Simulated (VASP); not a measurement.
A run of VASP 6.6.1 is set up as follows.

The input INCAR:

```
PREC = Accurate ; ENCUT = 600
EDIFF = 1E-6 ; ISMEAR = -1
SIGMA = 0.1 ; LREAL = False
LASPH = True ; NELM = 80
ALGO = Normal ; ISIF = 3
LWAVE = False ; LCHARG = False
GGA = PE ; IBRION = 2
NSW = 60 ; EDIFFG = -0.03
```

File KPOINTS:

```
regular mesh
0
Gamma
  9 9 5
```

File POSCAR:

```
Ir
1.0
    2.7100000000      0.0000000000      0.0000000000
   -1.3550000000      2.3469288443      0.0000000000
    0.0000000000      0.0000000000      4.4254300000
Ir
2
Direct
    0.3333333333      0.6666666667      0.2500000000
    0.6666666667      0.3333333333      0.7500000000
```

Potentials or basis: VASP PAW PBE potentials, release 64 (Ir).

The run is started by

```bash
$ cat potpaw_PBE.64/Ir/POTCAR > POTCAR
$ mpirun -np 1 vasp_std > vasp.out
```

(1) Estimate the space group after relaxing (to 0.05 Å).

(2) Predict the relaxed volume.

(3) Estimate the band gap on the k mesh.

(4) Predict the relaxed cell.

Answers

(1) P6_3/mmc (No. 194).

(2) 14.59 Å³/atom.

(3) zero (band 9 reaches 10.87 eV, above the bottom of band 10 at 7.93 eV).

(4) a = 2.749 Å, b = 2.749 Å, c = 4.458 Å, α = 90.00°, β = 90.00°, γ = 120.00°.

Caveat: spin-orbit coupling is left out, which moves the levels of the heavy elements.
